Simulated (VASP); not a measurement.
Input of a VASP 6.6.1 run:

The input INCAR:

```
  PREC = Accurate
  ENCUT = 520
  EDIFF = 1E-7
  ISMEAR = 0
  SIGMA = 0.1
  LREAL = F
  LASPH = T
  NELM = 100
  ALGO = Normal
  ISIF = 2
  LWAVE = F
  LCHARG = F
  LDIPOL = T
  IDIPOL = 3
  DIPOL = 0.5 0.5 0.483
  GGA = PE
  NBANDS = 52
```

KPOINTS

```
regular mesh
0
Gamma
  6 12 1
```

POSCAR

```
Ir8CO
1.0
    5.4739412011      0.0000000000      0.0000000000
   -1.3684853003      2.3702860695      0.0000000000
    0.0000000000      0.0000000000     26.8541814123
Ir C O
8 1 1
Direct
    0.3333333333      0.3333333333      0.3165242638
    0.8333333333      0.3333333333      0.3165242638
    0.6666666667      0.6666666667      0.3997413651
    0.1666666667      0.6666666667      0.3997413651
    0.0000896441      0.0000896441      0.4816009197
    0.4997093779     -0.0002906221      0.4812958379
    0.3314272921      0.3314272921      0.5622321216
    0.8281491524      0.3281491524      0.5721705957
   -0.1634601127     -0.1634601127      0.6288187092
   -0.1556836321     -0.1556836321      0.6724322024
```

Potentials or basis: VASP PAW PBE potentials, release 64 (Ir, C, O).

Launch:

```console
$ cat potpaw_PBE.64/Ir/POTCAR potpaw_PBE.64/C/POTCAR potpaw_PBE.64/O/POTCAR > POTCAR
$ mpirun -np 1 vasp_std > vasp.out
```

Q: Predict the largest force.

A: 0.730 eV/Å.

Q: Predict the band gap on the k mesh.

A: Zero (bands 41 and 42 overlap by 1.88 eV).

Forces on the atoms (eV/Å):
```
Ir  -0.013 -0.007  0.431
Ir   0.024  0.014  0.436
Ir   0.064  0.037 -0.220
Ir  -0.071 -0.041 -0.726
Ir   0.003  0.002  0.006
Ir   0.001  0.000  0.010
Ir  -0.003 -0.002  0.036
Ir  -0.003 -0.002 -0.081
C   -0.020 -0.011 -0.617
O    0.018  0.010  0.724
```

Caveat: spin-orbit coupling is left out, which moves the levels of the heavy elements.
